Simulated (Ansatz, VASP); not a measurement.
**SrCl2 in VASP and in Ansatz**

Contents of INCAR:

```
  PREC = Accurate
  ENCUT = 520
  EDIFF = 1E-7
  ISMEAR = 0
  SIGMA = 0.05
  LREAL = F
  LASPH = T
  NELM = 100
  ALGO = Normal
  ISIF = 2
  LWAVE = F
  LCHARG = T
  GGA = PE
  LELF = T
  LVHAR = T
  NBANDS = 19
```

File KPOINTS:

```
regular mesh
0
Gamma
  8 8 8
```

The input POSCAR:

```
SrCl2
1.0
    0.0000000000      3.5439219057      3.5439219057
    3.5439219057      0.0000000000      3.5439219057
    3.5439219057      3.5439219057      0.0000000000
Sr Cl
1 2
Direct
    0.0000000000      0.0000000000      0.0000000000
    0.2500000000      0.2500000000      0.2500000000
    0.7500000000      0.7500000000      0.7500000000
```

Input for Ansatz:

```yaml
crystal:
  lattice:
    - [0.0, 3.5439219057, 3.5439219057]
    - [3.5439219057, 0.0, 3.5439219057]
    - [3.5439219057, 3.5439219057, 0.0]
  atoms:
    - { symbol: Sr, position: [0.0, 0.0, 0.0] }
    - { symbol: Cl, position: [0.25, 0.25, 0.25] }
    - { symbol: Cl, position: [0.75, 0.75, 0.75] }
basis:
  ecutwfc: 420
  ecutrho_ratio: 4
kpoints:
  mp_grid: { grid: [8, 8, 8] }
hamiltonian:
  xc: pbe
scf:
  occupations: { method: gaussian, width: 0.05 }
output:
  forces: true
  stress: true
  eigenvalues: true
```

Alike in both runs: task single point; functional PBE; k mesh 8 × 8 × 8; occupations gaussian, width 0.05 eV; no spin polarisation.

```csv
,VASP,Ansatz
version,VASP 6.6.1,Ansatz 0.2.0
potentials or method,"VASP PAW PBE potentials, release 64 (Sr_sv, Cl), cutoff 520 eV","scalar-relativistic, plane waves, PAW"
valence electrons in the cell,24,24
```

Ansatz gave:

* gap on the k mesh at the Fermi level (eV): 5.16
* least direct gap on the mesh (eV): 5.48
* pressure (GPa): -0.6

Estimate VASP's values.

gap on the k mesh at the Fermi level (eV): 5.16; least direct gap on the mesh (eV): 5.47; pressure (GPa): -0.6.
